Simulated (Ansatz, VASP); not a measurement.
# HgTe: VASP beside Ansatz

The input INCAR:

```
SYSTEM = HgTe
PREC = Accurate
ENCUT = 520
EDIFF = 1E-6
ISMEAR = 0
SIGMA = 0.15
LREAL = .FALSE.
LASPH = .TRUE.
NELM = 60
ALGO = Normal
ISIF = 2
LWAVE = .FALSE.
LCHARG = .FALSE.
GGA = PE
NBANDS = 16
```

The input KPOINTS:

```
regular mesh
0
G
  14 14 14
  0 0 0
```

POSCAR

```
HgTe
1.0
    0.0000000000      3.0771170000      3.0771170000
    3.0771170000      0.0000000000      3.0771170000
    3.0771170000      3.0771170000      0.0000000000
Hg Te
1 1
Direct
    0.0304668298      0.0304668298     -0.0304668298
    0.5000000000      0.5000000000      0.5000000000
```

Input for Ansatz:

```yaml
crystal:
  lattice:
    - [0.0, 3.077117, 3.077117]
    - [3.077117, 0.0, 3.077117]
    - [3.077117, 3.077117, 0.0]
  atoms:
    - { symbol: Hg, position: [0.0304668298, 0.0304668298, -0.0304668298] }
    - { symbol: Te, position: [0.5, 0.5, 0.5] }
basis:
  ecutwfc: 520.0
kpoints:
  mp_grid: { grid: [14, 14, 14] }
hamiltonian:
  xc: pbe
scf:
  occupations: { method: gaussian, width: 0.15 }
output:
  forces: true
  stress: true
  eigenvalues: true
```

Change from the starting cell: all Hg atoms moved +0.188 Å, as atom 1 along Cartesian [0 0 1].

Alike in both runs: task single point; functional PBE; k mesh 14 × 14 × 14; occupations gaussian, width 0.15 eV; no spin polarisation.

```csv
,VASP,Ansatz
version,VASP 6.6.1,Ansatz 0.2.0
potentials or method,"VASP PAW PBE potentials, release 64 (Hg, Te), cutoff 520 eV","scalar-relativistic, plane waves, PAW"
valence electrons in the cell,18,36
```

```csv
,VASP,Ansatz,Ansatz less VASP
gap on the k mesh at the Fermi level (eV),none,none,-
pressure (GPa),0.4,0.3,-0.11
"traceless stress, the component that is largest in VASP (GPa)",1.23,1.21,-0.019
rms of the force components (eV/Å),0.202,0.199,-0.0030
```

Atom by atom the forces differ by 0.003 eV/Å (rms over components). A gap of «none» marks a metal or a gap that the smearing closes. VASP's potentials hold 18 valence electrons a cell and Ansatz's 36, so a difference there can come from the potentials and not from the codes.

Spin-orbit coupling is off throughout.
